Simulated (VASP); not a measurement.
# Zr2N (P4_2/mnm) in VASP: single point with r2SCAN

Aim: the single point of Zr2N with r2SCAN.

Everything below comes from runs of VASP 6.6.1. Logs are shortened: lines on timing, memory, paths and dates and some standing lists are left out, and cuts for length are marked.

## Step 1: The cell of the first run

The structure is tetragonal, space group P4_2/mnm (No. 136). The conventional cell has a = 5.417 Å, b = 5.417 Å, c = 3.300 Å, α = 90.00°, β = 90.00°, γ = 90.00°. Zr (site symmetry m2m) has 3 N at 2.27 Å and 11 Zr at 3.12 to 3.30 Å within 3.4 Å. N (site symmetry mmm) has 6 Zr at 2.27 Å within 3.0 Å.

## Step 2: Single point, r2SCAN

Input file POSCAR:

```
Zr2N
1.0
    5.4170524539      0.0000000000      0.0000000000
    0.0000000000      5.4170524539      0.0000000000
    0.0000000000      0.0000000000      3.3004444795
Zr N
4 2
Direct
    0.2965720823      0.2965720823      0.0000000000
    0.7034279177      0.7034279177      0.0000000000
    0.7965720823      0.2034279177      0.5000000000
    0.2034279177      0.7965720823      0.5000000000
    0.0000000000      0.0000000000      0.0000000000
    0.5000000000      0.5000000000      0.5000000000
```

Input file INCAR.step1:

```
SYSTEM = Zr2N
ALGO = Normal
EDIFF = 1E-4
ENCUT = 520
GGA = PE
ISMEAR = 0
LASPH = .True.
LCHARG = .False.
LREAL = .False.
LWAVE = .True.
NBANDS = 38
NELM = 60
PREC = Accurate
SIGMA = 0.1
```

Input file INCAR.step2:

```
SYSTEM = Zr2N
ALGO = Normal
EDIFF = 1E-7
ENCUT = 520
ISIF = 2
ISMEAR = 0
ISTART = 1
LASPH = .True.
LCHARG = .False.
LMIXTAU = .True.
LREAL = .False.
LWAVE = .False.
METAGGA = R2SCAN
NBANDS = 38
NELM = 60
PREC = Accurate
SIGMA = 0.1
```

Input file KPOINTS:

```
k-points
0
Gamma
  8 8 10
  0 0 0
```

Potentials or basis: VASP PAW PBE potentials, release 64 (Zr_sv, N).

Command:

```
cat potpaw_PBE.64/Zr_sv/POTCAR potpaw_PBE.64/N/POTCAR > POTCAR
cp INCAR.step1 INCAR
mpirun -np 1 vasp_std > vasp.out
cp INCAR.step2 INCAR
mpirun -np 1 vasp_std > vasp.out
```

OUTCAR:

```text
SYSTEM = Zr2N
   EDIFF = 1E-7
   ENCUT = 520
   ISIF = 2
   ISMEAR = 0
   ISTART = 1
   LASPH = .True.
   LREAL = .False.
   METAGGA = R2SCAN
   NELM = 60
   PREC = Accurate

 ion  position               nearest neighbor table
   1  0.297  0.297  0.000-   6 2.27   6 2.27   5 2.27   2 3.12   4 3.21   3 3.21   4 3.21   3 3.21
                             4 3.21   4 3.21   3 3.21   3 3.21   2 3.90   2 3.90
   2  0.703  0.703  0.000-   6 2.27   6 2.27   5 2.27   1 3.12   4 3.21   3 3.21   4 3.21   3 3.21
                             3 3.21   3 3.21   4 3.21   4 3.21   1 3.90   1 3.90
   3  0.797  0.203  0.500-   5 2.27   5 2.27   6 2.27   4 3.12   1 3.21   1 3.21   2 3.21   2 3.21
                             2 3.21   2 3.21   1 3.21   1 3.21   4 3.90   4 3.90
   4  0.203  0.797  0.500-   5 2.27   5 2.27   6 2.27   3 3.12   1 3.21   1 3.21   2 3.21   2 3.21
                             1 3.21   1 3.21   2 3.21   2 3.21   3 3.90   3 3.90
   5  0.000  0.000  0.000-   3 2.27   4 2.27   3 2.27   4 2.27   1 2.27   2 2.27
   6  0.500  0.500  0.500-   1 2.27   2 2.27   1 2.27   2 2.27   3 2.27   4 2.27

  LATTYP: Found a simple tetragonal cell.
 ALAT       =     5.4170524539
 C/A-ratio  =     0.6092694334

  Lattice vectors:

 A1 = (   5.4170524539,   0.0000000000,   0.0000000000)
 A2 = (   0.0000000000,   5.4170524539,   0.0000000000)
 A3 = (   0.0000000000,   0.0000000000,   3.3004444795)

Analysis of symmetry for initial positions (statically):
=====================================================================
 Subroutine PRICEL returns:
 Original cell was already a primitive cell.

 Routine SETGRP: Setting up the symmetry group for a
 simple tetragonal supercell.

 Subroutine GETGRP returns: Found 16 space group operations
 (whereof  8 operations were pure point group operations)
 out of a pool of 16 trial point group operations.

The static configuration has the point symmetry D_2h.
 The point group associated with its full space group is D_4h.

Analysis of symmetry for dynamics (positions and initial velocities):
=====================================================================
 Subroutine PRICEL returns:
 Original cell was already a primitive cell.

 Routine SETGRP: Setting up the symmetry group for a
 simple tetragonal supercell.

 Subroutine GETGRP returns: Found 16 space group operations
 (whereof  8 operations were pure point group operations)
 out of a pool of 16 trial point group operations.

The dynamic configuration has the point symmetry D_2h.
 The point group associated with its full space group is D_4h.

 Subroutine INISYM returns: Found 16 space group operations
 (whereof  8 operations are pure point group operations),
 and found     1 'primitive' translations
[... 109 lines left out ...]
   ISIF   =      2    stress and relaxation
   ISYM   =      2    0-nonsym 1-usesym 2-fastsym
   POTIM  = 0.5000    time-step for ionic-motion
   TEBEG  =    0.0;   TEEND  =   0.0 temperature during run
   PSTRESS=    0.0 pullay stress
   NELECT =      58.0000    total number of electrons
   NUPDOWN=      -1.0000    fix difference up-down
   EMIN   =  10.00;   EMAX   =-10.00  energy-range for DOS
   EFERMI =   0.00;   METHOD = LEGACY
   ISMEAR =     0;   SIGMA  =   0.10  broadening in eV -4-tet -1-fermi 0-gaus
   EFERMI_NEDOS =   21; number of points for ismear=-14 and -15
   IALGO  =     38    algorithm
   IMIX   =      4    mixing-type and parameters
     AMIX     =   0.40;   BMIX     =  1.00
     AMIX_MAG =   1.60;   BMIX_MAG =  1.00
  volume/ion in A,a.u.               =      16.14       108.93
  Fermi-wavevector in a.u.,A,eV,Ry     =   1.379912  2.607655 25.907623  1.904157
  Thomas-Fermi vector in A             =   2.504838
   LORBIT       =      0    0 simple, 1 ext, 2 COOP (PROOUT), +10 PAW based schemes
   METAGGA = R2SCAN    functional components
   LHFCALC =     F    Hartree Fock is set to
   AEXX    =    0.0000 exact exchange contribution
   IVDW    =     0    specifies the selected vdW correction
   LEPSILON=     F    determine dielectric tensor
   LRPA    =     F    only Hartree local field effects (RPA)
 non-spin polarized calculation
 Gauss-broadening in eV      SIGMA  =   0.10
  energy-cutoff  :      520.00
  volume of cell :       96.85
 maximum number of plane-waves:      2634
   NGX = 21   NGY = 21   NGZ = 13

 number of electron      58.0000001 magnetization

 Free energy of the ion-electron system (eV)
  ---------------------------------------------------
  ext. energy  EPLUGINS =         0.00000000
  ---------------------------------------------------
  free energy    TOTEN  =      -117.74670676 eV

  energy without entropy =     -117.73620667  energy(sigma->0) =     -117.74145672

 E-fermi :   9.7703     XC(G=0): -12.5500

 val. band max:        9.7698841799   @ k =   0.1250   0.0000   0.2000
 cond. band min:       9.8187553929   @ k =   0.2500   0.2500   0.1000
 fundamental gap:      0.0488712130
 Fermi energy:         9.7702610116

 k-point     1 :       0.0000    0.0000    0.0000
  band No.  band energies     occupation
      1     -40.7091      2.00000
      2     -40.5632      2.00000
      3     -40.5632      2.00000
      4     -40.5034      2.00000
      5     -18.9378      2.00000
      6     -18.3429      2.00000
[... 973 lines left out ...]
     37      13.4670      0.00000
     38      13.4670      0.00000

 [... further k-points ...]

------------------------ aborting loop because EDIFF is reached ----------------------------------------

  FORCE on cell =-STRESS in cart. coord.  units (eV):
  Direction    XX          YY          ZZ          XY          YZ          ZX
  --------------------------------------------------------------------------------------
  -------------------------------------------------------------------------------------
  Total        0.0795627      0.0795627      0.0948221      0.0000000      0.0000000      0.0000000
  in kB        1.3161997      1.3161997      1.5686335      0.0000000      0.0000000      0.0000000
  external PRESSURE =       1.4003443 kB  Pullay stress =       0.0000000 kB

 VOLUME and BASIS-vectors are now :
 -----------------------------------------------------------------------------
  energy-cutoff  :      520.00
  volume of cell :       96.85
      direct lattice vectors                 reciprocal lattice vectors
     5.417052454  0.000000000  0.000000000     0.184602237  0.000000000  0.000000000
     0.000000000  5.417052454  0.000000000     0.000000000  0.184602237  0.000000000
     0.000000000  0.000000000  3.300444479     0.000000000  0.000000000  0.302989493

 POSITION                                       TOTAL-FORCE (eV/Angst)
 -----------------------------------------------------------------------------------
      1.60655      1.60655      0.00000        -0.003980     -0.003980      0.000000
      3.81051      3.81051      0.00000         0.003980      0.003980      0.000000
      4.31507      1.10198      1.65022        -0.003980      0.003980      0.000000
      1.10198      4.31507      1.65022         0.003980     -0.003980      0.000000
      0.00000      0.00000      0.00000         0.000000      0.000000      0.000000
      2.70853      2.70853      1.65022         0.000000      0.000000      0.000000
 -----------------------------------------------------------------------------------
    total drift:                                0.000000      0.000000      0.000000

  FREE ENERGIE OF THE ION-ELECTRON SYSTEM (eV)
  ---------------------------------------------------
  free  energy   TOTEN  =      -117.7467067637 eV

  energy  without entropy=     -117.7362066695  energy(sigma->0) =     -117.74145672
```

OUTCAR.step1:

```text
SYSTEM = Zr2N
   EDIFF = 1E-4
   ENCUT = 520
   GGA = PE
   ISMEAR = 0
   LASPH = .True.
   LREAL = .False.
   NELM = 60
[... 1225 lines left out ...]
      1.10198      4.31507      1.65022         0.026448     -0.026448      0.000000
      0.00000      0.00000      0.00000         0.000000      0.000000     -0.000000
      2.70853      2.70853      1.65022         0.000000      0.000000     -0.000000
 -----------------------------------------------------------------------------------
    total drift:                                0.000000      0.000000      0.000000

  FREE ENERGIE OF THE ION-ELECTRON SYSTEM (eV)
  ---------------------------------------------------
  free  energy   TOTEN  =       -58.3226044006 eV

  energy  without entropy=      -58.3099215269  energy(sigma->0) =      -58.31626296
```

OSZICAR.step1:

```text
N       E                     dE             d eps       ncg     rms          rms(c)
DAV:   1     0.578272695854E+03    0.57827E+03   -0.31343E+04  6840   0.155E+03
DAV:   2    -0.120830827242E+02   -0.59036E+03   -0.57385E+03  7742   0.452E+02
DAV:   3    -0.628648799190E+02   -0.50782E+02   -0.50025E+02 10702   0.107E+02
DAV:   4    -0.662526171042E+02   -0.33877E+01   -0.33778E+01 10046   0.249E+01
DAV:   5    -0.663850241320E+02   -0.13241E+00   -0.13235E+00  9424   0.433E+00    0.333E+01
DAV:   6    -0.585010019815E+02    0.78840E+01   -0.47246E+01  8548   0.280E+01    0.144E+01
DAV:   7    -0.583676725163E+02    0.13333E+00   -0.56219E+00  9566   0.804E+00    0.771E+00
DAV:   8    -0.583416071408E+02    0.26065E-01   -0.59603E-01  8076   0.352E+00    0.135E+00
DAV:   9    -0.583252682939E+02    0.16339E-01   -0.23880E-01  9326   0.167E+00    0.710E-01
DAV:  10    -0.583224012905E+02    0.28670E-02   -0.41576E-02  8818   0.931E-01    0.140E-01
DAV:  11    -0.583226387007E+02   -0.23741E-03   -0.13413E-03  8882   0.217E-01    0.351E-02
DAV:  12    -0.583226044006E+02    0.34300E-04   -0.14709E-04  5364   0.595E-02
   1 F= -.58322604E+02 E0= -.58316263E+02  d E =-.126829E-01
```

It took 14 min on 1 thread of Intel Xeon Platinum 8488C (Sapphire Rapids), shared host; peak memory 0.38 GiB.

Results:

* Free energy: -117.7467 eV
* Pressure: 0.1 GPa
* Largest force: 0.006 eV/Å
* Band gap on the k mesh: zero (bands 29 and 30 overlap by 2.63 eV)

Forces on the atoms (eV/Å):
```
Zr  -0.004 -0.004  0.000
Zr   0.004  0.004  0.000
Zr  -0.004  0.004  0.000
Zr   0.004 -0.004  0.000
N    0.000  0.000  0.000
N    0.000  0.000  0.000
```

Caveat: the PAW data sets were made with another functional, which shifts forces and pressure a little.
